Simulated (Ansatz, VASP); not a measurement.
Given: the input of a run of VASP 6.6.1 on WC.

Contents of INCAR:

```
SYSTEM = WC
ALGO     = Normal         ! electronic algorithm
EDIFF    = 1E-7           ! SCF threshold, eV
EDIFFG   = -0.01          ! ionic threshold
ENCUT    = 600            ! plane-wave cutoff, eV
GGA      = PE             ! functional
IBRION   = 2              ! ionic algorithm
ISIF     = 3              ! what is computed and relaxed
ISMEAR   = -1             ! smearing method
LASPH    = .TRUE.         ! aspherical terms in the spheres
LCHARG   = .FALSE.        ! write CHGCAR
LREAL    = .FALSE.        ! projectors in reciprocal space
LWAVE    = .FALSE.        ! write WAVECAR
NELM     = 60             ! most SCF steps
NSW      = 60             ! ionic steps
PREC     = Accurate       ! precision mode
SIGMA    = 0.05           ! smearing width, eV
```

KPOINTS

```
k-points
0
G
  10 10 10
  0 0 0
```

File POSCAR:

```
WC
1.0
    0.0000000000      2.1926840000      2.1926840000
    2.1926840000      0.0000000000      2.1926840000
    2.1926840000      2.1926840000      0.0000000000
W C
1 1
Direct
    0.0000000000      0.0000000000      0.0000000000
    0.5000000000      0.5000000000      0.5000000000
```

Potentials or basis: VASP PAW PBE potentials, release 64 (W_sv, C).

Command:

```bash
$ cat potpaw_PBE.64/W_sv/POTCAR potpaw_PBE.64/C/POTCAR > POTCAR
$ mpirun -np 1 vasp_std > vasp.out
```

Question: Translate it to Ansatz 0.2.0. Potentials there: Ansatz PAW.

Answer: As run (the cutoff follows the program's own potentials):

The input input.yaml:

```yaml
crystal:
  lattice:
    - [0.0, 2.192684, 2.192684]
    - [2.192684, 0.0, 2.192684]
    - [2.192684, 2.192684, 0.0]
  atoms:
    - { symbol: W, position: [0.0, 0.0, 0.0] }
    - { symbol: C, position: [0.5, 0.5, 0.5] }
hamiltonian:
  xc: pbe
  pseudopotentials: { kind: paw }
kpoints:
  mp_grid: { grid: [10, 10, 10] }
scf:
  occupations: { method: fermi_dirac, width: 0.05 }
output:
  forces: true
  stress: true
  eigenvalues: true
relax:
  f_tol: 0.01
  max_steps: 40
  cell: { stress_tol: 0.05 }
```

Potentials or basis: Ansatz PAW.

Run with:

```bash
$ ansatz run input.yaml --threads 2 --pin off --max-ram 5632MiB --backend cpu --events-out ev --progress --plain --runs-dir out
```

Both were run:

|  | VASP | Ansatz | Ansatz less VASP |
| --- | --- | --- | --- |
| gap on the k mesh at the Fermi level, each at its own relaxed structure (eV) | none | none | - |
| relaxed volume (Å³/atom) | 10.52 | 10.50 | -0.023 |
| relaxed cell length with the largest relative difference (Å) | 3.099 | 3.097 | -0.0023 |

A gap of «none» marks a metal or a gap that the smearing closes.

Neither program's run includes spin-orbit coupling. Noted on VASP's run: too few bands were computed for a metal, which touches its energy and stress. Noted on Ansatz's run: the plane-wave basis is chosen anew once the cell has moved, so the energies of steps on either side of that aren't comparable.
